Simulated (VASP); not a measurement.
# SnSe2 (P3m1) in VASP: further runs

The runs below take SnSe2 through single point, with PBE+D3(BJ).

Everything below comes from runs of VASP 6.6.1. Logs are shortened: lines on timing, memory, paths and dates and some standing lists are left out, and cuts for length are marked.

### Step 1. The cell of the first run

Symmetry: P3m1, No. 156, trigonal system. Conventional cell: a = 3.839 Å, b = 3.839 Å, c = 6.012 Å, α = 90.00°, β = 90.00°, γ = 120.00°. Within 3.5 Å of Sn (site symmetry 3m) lie 6 Se at 2.68 to 2.78 Å. Within 3.6 Å of Se (site symmetry 3m) lie 3 Sn at 2.68 Å and 3 Se at 3.59 Å. Se (site symmetry 3m) has 3 Sn at 2.78 Å and 12 Se at 3.59 to 3.88 Å within 3.9 Å.

### Step 2. Single point, PBE+D3(BJ) (atoms displaced along a vibrational mode)

INCAR reads:

```
PREC = Accurate
ENCUT = 520
EDIFF = 1E-6
ISMEAR = 0
SIGMA = 0.03
LREAL = F
LASPH = T
NELM = 80
ALGO = Normal
ISIF = 2
LWAVE = F
LCHARG = F
GGA = PE
IVDW = 12
NBANDS = 20
```

KPOINTS reads:

```
regular mesh
0
Gamma
  12 12 6
```

POSCAR reads:

```
SnSe2
1.0
    3.8390485956      0.0000000000      0.0000000000
   -1.9195242978      3.3247136102      0.0000000000
    0.0000000000      0.0000000000      6.0116311105
Sn Se
1 2
Direct
    0.0000000000      0.0000000000      0.0083172103
    0.3333333333      0.6666666667      0.2589017390
    0.6666666667      0.3333333333      0.7285957470
```

Potentials or basis: VASP PAW PBE potentials, release 64 (Sn_d, Se).

On the command line:

```bash
$ cat potpaw_PBE.64/Sn_d/POTCAR potpaw_PBE.64/Se/POTCAR > POTCAR
$ mpirun -np 1 vasp_std > vasp.out
```

OUTCAR:

```text
PREC = Accurate
   ENCUT = 520
   EDIFF = 1E-6
   ISMEAR = 0
   LREAL = F
   LASPH = T
   NELM = 80
   ISIF = 2
   GGA = PE
   IVDW = 12
 IVDW          = 12

 ion  position               nearest neighbor table
   1  0.000  0.000  0.008-   2 2.68   2 2.68   2 2.68   3 2.78   3 2.78   3 2.78
   2  0.333  0.667  0.259-   1 2.68   1 2.68   1 2.68
   3  0.667  0.333  0.729-   1 2.78   1 2.78   1 2.78

  LATTYP: Found a hexagonal cell.
 ALAT       =     3.8390485956
 C/A-ratio  =     1.5659169090

  Lattice vectors:

 A1 = (   3.8390485956,   0.0000000000,   0.0000000000)
 A2 = (  -1.9195242978,   3.3247136102,   0.0000000000)
 A3 = (   0.0000000000,   0.0000000000,   6.0116311105)

Analysis of symmetry for initial positions (statically):
=====================================================================
 Subroutine PRICEL returns:
 Original cell was already a primitive cell.

 Routine SETGRP: Setting up the symmetry group for a
 hexagonal supercell.

 Subroutine GETGRP returns: Found  6 space group operations
 (whereof  6 operations were pure point group operations)
 out of a pool of 24 trial point group operations.

The static configuration has the point symmetry C_3v.

Analysis of symmetry for dynamics (positions and initial velocities):
=====================================================================
 Subroutine PRICEL returns:
 Original cell was already a primitive cell.

 Routine SETGRP: Setting up the symmetry group for a
 hexagonal supercell.

 Subroutine GETGRP returns: Found  6 space group operations
 (whereof  6 operations were pure point group operations)
 out of a pool of 24 trial point group operations.

The dynamic configuration has the point symmetry C_3v.

 Subroutine INISYM returns: Found  6 space group operations
 (whereof  6 operations are pure point group operations),
 and found     1 'primitive' translations

----------------------------------------------------------------------------------------

                                     Primitive cell

  volume of cell :      76.7309

  direct lattice vectors                    reciprocal lattice vectors
     3.839048596  0.000000000  0.000000000     0.260481204  0.150388893  0.000000000
    -1.919524298  3.324713610  0.000000000     0.000000000  0.300777786  0.000000000
     0.000000000  0.000000000  6.011631110     0.000000000  0.000000000  0.166344205

  length of vectors
     3.839048596  3.839048596  6.011631110     0.300777786  0.300777786  0.166344205

  position of ions in fractional coordinates (direct lattice)
     0.000000000  0.000000000  0.008317210
     0.333333333  0.666666667  0.258901739
     0.666666667  0.333333333  0.728595747

  ion indices of the primitive-cell ions
   primitive index   ion index
                 1           1
                 2           2
                 3           3

----------------------------------------------------------------------------------------

 KPOINTS: regular mesh

Automatic generation of k-mesh.
 Grid dimensions read from file:
 generate k-points for:   12   12    6

 Generating k-lattice:

  Cartesian coordinates                     Fractional coordinates (reciprocal lattice)
     0.021706767  0.012532408  0.000000000     0.083333333 -0.000000000  0.000000000
     0.000000000  0.025064816  0.000000000     0.000000000  0.083333333  0.000000000
     0.000000000  0.000000000  0.027724034     0.000000000  0.000000000  0.166666667

  Length of vectors
     0.025064816  0.025064816  0.027724034

  Shift w.r.t. Gamma in fractional coordinates (k-lattice)
     0.000000000  0.000000000  0.000000000

 Subroutine IBZKPT returns following result:
 ===========================================

 Found    100 irreducible k-points:

 Following reciprocal coordinates:
            Coordinates               Weight
  0.000000  0.000000  0.000000      1.000000
  0.083333 -0.000000  0.000000      6.000000
  0.166667 -0.000000  0.000000      6.000000
  0.250000 -0.000000  0.000000      6.000000
  0.333333 -0.000000  0.000000      6.000000
  0.416667 -0.000000  0.000000      6.000000
[... 16 lines left out ...]
  0.166667 -0.000000  0.166667      6.000000
  0.000000  0.166667  0.166667      6.000000
 [... further k-points ...]
   k-points           NKPTS =    100   k-points in BZ     NKDIM =    100   number of bands    NBANDS=     20
   number of dos      NEDOS =    301   number of ions     NIONS =      3
   total plane-waves  NPLWV =  43200
   dimension x,y,z NGX =    30 NGY =   30 NGZ =   48
   dimension x,y,z NGXF=    60 NGYF=   60 NGZF=   96
   ions per type =               1   2
   NGX,Y,Z   is equivalent  to a cutoff of  12.99, 12.99, 13.27 a.u.
   NGXF,Y,Z  is equivalent  to a cutoff of  25.98, 25.98, 26.55 a.u.
 SYSTEM =  unknown system
   PREC   = accura    normal or accurate (medium, high low for compatibility)
   ISTART =      0    job   : 0-new  1-cont  2-samecut
   ICHARG =      2    charge: 1-file 2-atom 10-const
   ISPIN  =      1    spin polarized calculation?
   LNONCOLLINEAR =      F non collinear calculations
   LSORBIT =      F    spin-orbit coupling
   LASPH  =      T    aspherical Exc in radial PAW
   ENCUT  =  520.0 eV  38.22 Ry    6.18 a.u.   7.14  7.14 11.18*2*pi/ulx,y,z
   NELM   =     80;   NELMIN=  2; NELMDL= -5     # of ELM steps
   EDIFF  = 0.1E-05   stopping-criterion for ELM
   LREAL  =      F    real-space projection
   EDIFFG = 0.1E-04   stopping-criterion for IOM
   NSW    =      0    number of steps for IOM
   IBRION =     -1    ionic relax: 0-MD 1-quasi-New 2-CG
   NFREE  =      0    steps in history (QN), initial steepest desc. (CG)
   ISIF   =      2    stress and relaxation
   ISYM   =      2    0-nonsym 1-usesym 2-fastsym
   POTIM  = 0.5000    time-step for ionic-motion
   TEBEG  =    0.0;   TEEND  =   0.0 temperature during run
   PSTRESS=    0.0 pullay stress
   NELECT =      26.0000    total number of electrons
   NUPDOWN=      -1.0000    fix difference up-down
   EMIN   =  10.00;   EMAX   =-10.00  energy-range for DOS
   EFERMI =   0.00;   METHOD = LEGACY
   ISMEAR =     0;   SIGMA  =   0.03  broadening in eV -4-tet -1-fermi 0-gaus
   EFERMI_NEDOS =   21; number of points for ismear=-14 and -15
   IALGO  =     38    algorithm
   IMIX   =      4    mixing-type and parameters
     AMIX     =   0.40;   BMIX     =  1.00
     AMIX_MAG =   1.60;   BMIX_MAG =  1.00
  volume/ion in A,a.u.               =      25.58       172.60
  Fermi-wavevector in a.u.,A,eV,Ry     =   1.141325  2.156791 17.723250  1.302622
  Thomas-Fermi vector in A             =   2.278025
   LORBIT       =      0    0 simple, 1 ext, 2 COOP (PROOUT), +10 PAW based schemes
   GGA     = PE    functional components
   LHFCALC =     F    Hartree Fock is set to
   AEXX    =    0.0000 exact exchange contribution
   IVDW    =    12    specifies the selected vdW correction
   LEPSILON=     F    determine dielectric tensor
   LRPA    =     F    only Hartree local field effects (RPA)
 non-spin polarized calculation
 Gauss-broadening in eV      SIGMA  =   0.03
  energy-cutoff  :      520.00
  volume of cell :       76.73
 maximum number of plane-waves:      2098
 NGX is ok and might be reduce to    30
   NGX = 15   NGY = 15   NGZ = 23

 number of electron      25.9999997 magnetization

 Free energy of the ion-electron system (eV)
  ---------------------------------------------------
  ext. energy  EPLUGINS =         0.00000000
  ---------------------------------------------------
  free energy    TOTEN  =       -11.75127176 eV

  energy without entropy =      -11.75127176  energy(sigma->0) =      -11.75127176

 E-fermi :   4.6137     XC(G=0):  -9.5632

 val. band max:        4.4642846449   @ k =   0.0833   0.0833   0.0000
 cond. band min:       4.7843144692   @ k =   0.0000   0.4167   0.3333
 fundamental gap:      0.3200298242
 Fermi energy:         4.6137259122

 k-point     1 :       0.0000    0.0000    0.0000
  band No.  band energies     occupation
      1     -16.9919      2.00000
      2     -16.9919      2.00000
      3     -16.9562      2.00000
      4     -16.9448      2.00000
      5     -16.9448      2.00000
      6      -9.5887      2.00000
[... 12 lines left out ...]
     19      13.3156      0.00000
     20      13.3156      0.00000

 k-point     2 :       0.0833   -0.0000    0.0000
  band No.  band energies     occupation
      1     -16.9946      2.00000
      2     -16.9894      2.00000
      3     -16.9544      2.00000
      4     -16.9465      2.00000
      5     -16.9446      2.00000
      6      -9.5223      2.00000
[... 12 lines left out ...]
     19      12.7048      0.00000
     20      13.3511      0.00000

 k-point     3 :       0.1667   -0.0000    0.0000
  band No.  band energies     occupation
      1     -17.0026      2.00000
      2     -16.9832      2.00000
      3     -16.9524      2.00000
      4     -16.9473      2.00000
      5     -16.9436      2.00000
      6      -9.3280      2.00000
[... 12 lines left out ...]
     19      12.4010      0.00000
     20      13.4300      0.00000

 k-point     4 :       0.2500   -0.0000    0.0000
  band No.  band energies     occupation
      1     -17.0146      2.00000
      2     -16.9764      2.00000
      3     -16.9573      2.00000
      4     -16.9403      2.00000
      5     -16.9399      2.00000
      6      -9.0227      2.00000
[... 12 lines left out ...]
     19      12.4570      0.00000
     20      13.8544      0.00000

 k-point     5 :       0.3333   -0.0000    0.0000
  band No.  band energies     occupation
      1     -17.0273      2.00000
      2     -16.9723      2.00000
      3     -16.9621      2.00000
      4     -16.9343      2.00000
      5     -16.9318      2.00000
      6      -8.6446      2.00000
[... 12 lines left out ...]
     19      13.2234      0.00000
     20      14.4860      0.00000
[... 353 lines left out ...]
      6      -9.4721      2.00000
[... 12 lines left out ...]
     19      12.6737      0.00000
     20      13.3567      0.00000

 k-point    22 :       0.0000    0.0833    0.1667
  band No.  band energies     occupation
      1     -16.9946      2.00000
      2     -16.9894      2.00000
      3     -16.9543      2.00000
      4     -16.9464      2.00000
      5     -16.9446      2.00000
      6      -9.4721      2.00000
[... 12 lines left out ...]
     19      12.5920      0.00000
     20      12.9768      0.00000

 k-point    23 :       0.1667   -0.0000    0.1667
  band No.  band energies     occupation
      1     -17.0026      2.00000
      2     -16.9831      2.00000
      3     -16.9524      2.00000
      4     -16.9473      2.00000
      5     -16.9436      2.00000
      6      -9.2793      2.00000
[... 12 lines left out ...]
     19      12.7721      0.00000
     20      13.1886      0.00000

 k-point    24 :       0.0000    0.1667    0.1667
  band No.  band energies     occupation
      1     -17.0026      2.00000
      2     -16.9832      2.00000
      3     -16.9524      2.00000
      4     -16.9473      2.00000
      5     -16.9436      2.00000
      6      -9.2790      2.00000
[... 12 lines left out ...]
     19      12.2182      0.00000
     20      13.1015      0.00000

 [... further k-points ...]

------------------------ aborting loop because EDIFF is reached ----------------------------------------

 Edisp (eV)   -1.09185

 E8    (eV) :    -0.4779

  FORCE on cell =-STRESS in cart. coord.  units (eV):
  Direction    XX          YY          ZZ          XY          YZ          ZX
  --------------------------------------------------------------------------------------
  -------------------------------------------------------------------------------------
  Total       0.18906     0.18906     0.00820     0.00000     0.00000     0.00000
  in kB       3.94761     3.94761     0.17114     0.00000     0.00000     0.00000
  external pressure =        2.69 kB  Pullay stress =        0.00 kB

 VOLUME and BASIS-vectors are now :
 -----------------------------------------------------------------------------
  energy-cutoff  :      520.00
  volume of cell :       76.73
      direct lattice vectors                 reciprocal lattice vectors
     3.839048596  0.000000000  0.000000000     0.260481204  0.150388893  0.000000000
    -1.919524298  3.324713610  0.000000000     0.000000000  0.300777786  0.000000000
     0.000000000  0.000000000  6.011631110     0.000000000  0.000000000  0.166344205

 POSITION                                       TOTAL-FORCE (eV/Angst)
 -----------------------------------------------------------------------------------
      0.00000      0.00000      0.05000         0.000000     -0.000000     -1.258879
     -0.00000      2.21648      1.55642        -0.000000      0.000000      0.681646
      1.91952      1.10824      4.38005        -0.000000      0.000000      0.577234
 -----------------------------------------------------------------------------------
    total drift:                                0.000000      0.000000      0.000657

  FREE ENERGIE OF THE ION-ELECTRON SYSTEM (eV)
  ---------------------------------------------------
  free  energy   TOTEN  =       -12.8431170607 eV

  energy  without entropy=      -12.8431170607  energy(sigma->0) =      -12.84311706
```

It took 62 s on 1 thread of Intel Xeon 6975P-C (Granite Rapids), shared host; peak memory 0.3 GiB.

Results:

```
Free energy                : -12.8431 eV
Pressure                   : 0.3 GPa
Largest force              : 1.259 eV/Å
Band gap on the k mesh     : 0.32 eV (least direct gap 0.77 eV)
Dispersion energy per atom : -0.364 eV
```

Forces in eV/Å, atoms in the order of the input:
```
Sn   0.000  0.000 -1.259
Se   0.000  0.000  0.682
Se   0.000  0.000  0.577
```

Stress tensor (GPa, compression positive):
```
0.39 0.00 0.00
0.00 0.39 0.00
0.00 0.00 0.02
```

Caveat: the cell differs from its parent crystal (atoms displaced along a vibrational mode); semilocal functionals underestimate gaps, and a narrow one can read as zero; spin-orbit coupling is left out, which moves the levels of the heavy elements; forces of over 1 eV/Å act on the atoms, so gaps and moduli don't describe the material at rest.

### Step 3. Single point, PBE+D3(BJ) (atoms displaced along a vibrational mode)

INCAR reads:

```
ALGO = Normal
EDIFF = 1E-7
ENCUT = 520
GGA = PE
ISIF = 2
ISMEAR = 0
IVDW = 12
LASPH = T
LCHARG = F
LREAL = F
LWAVE = F
NBANDS = 20
NELM = 100
PREC = Accurate
SIGMA = 0.03
```

KPOINTS reads:

```
k-points
0
Gamma
  12 12 6
```

POSCAR reads:

```
SnSe2
1.0
    3.8390485956      0.0000000000      0.0000000000
   -1.9195242978      3.3247136102      0.0000000000
    0.0000000000      0.0000000000      6.0116311105
Sn Se
1 2
Direct
    0.0000000000      0.0000000000      0.0041586051
    0.3333333333      0.6666666667      0.2620273675
    0.6666666667      0.3333333333      0.7317213755
```

Potentials or basis: VASP PAW PBE potentials, release 64 (Sn_d, Se).

On the command line:

```bash
$ cat potpaw_PBE.64/Sn_d/POTCAR potpaw_PBE.64/Se/POTCAR > POTCAR
$ mpirun -np 1 vasp_std > vasp.out
```

It took 72 s on 1 thread of Intel Xeon 6975P-C (Granite Rapids), shared host; peak memory 0.3 GiB.

The run converged. Its results:

* Free energy: -12.8845 eV
* Pressure: 0.1 GPa
* Largest force: 0.632 eV/Å
* Band gap on the k mesh: 0.34 eV (least direct gap 0.81 eV)
* Dispersion energy per atom: -0.364 eV

Forces in eV/Å, atoms in the order of the input:
```
Sn   0.000  0.000 -0.632
Se   0.000  0.000  0.339
Se   0.000  0.000  0.293
```

Stress tensor (GPa, compression positive):
```
0.16 0.00 0.00
0.00 0.16 0.00
0.00 0.00 0.05
```

Levels at points of the mesh, in eV from the valence-band top:
```tsv
k point	band 9	band 10	band 11	band 12	band 13	band 14	band 15	band 16	band 17	band 18
(0.00, 0.00, 0.00)	-0.85	-0.85	-0.48	-0.48	-0.14	0.67	2.89	4.45	4.45	8.04
(0.50, 0.00, 0.00)	-4.37	-3.26	-2.71	-1.70	-0.39	1.08	3.46	4.87	5.00	6.80
(0.00, 0.00, 0.50)	-2.47	-0.96	-0.96	-0.27	-0.27	2.31	2.80	4.07	4.07	7.34
(0.50, 0.00, 0.50)	-5.04	-2.43	-2.08	-1.13	-0.99	0.58	3.87	4.49	5.72	5.94
```

Caveat: the cell differs from its parent crystal (atoms displaced along a vibrational mode); semilocal functionals underestimate gaps, and a narrow one can read as zero; spin-orbit coupling is left out, which moves the levels of the heavy elements. A k mesh can miss the band edges.
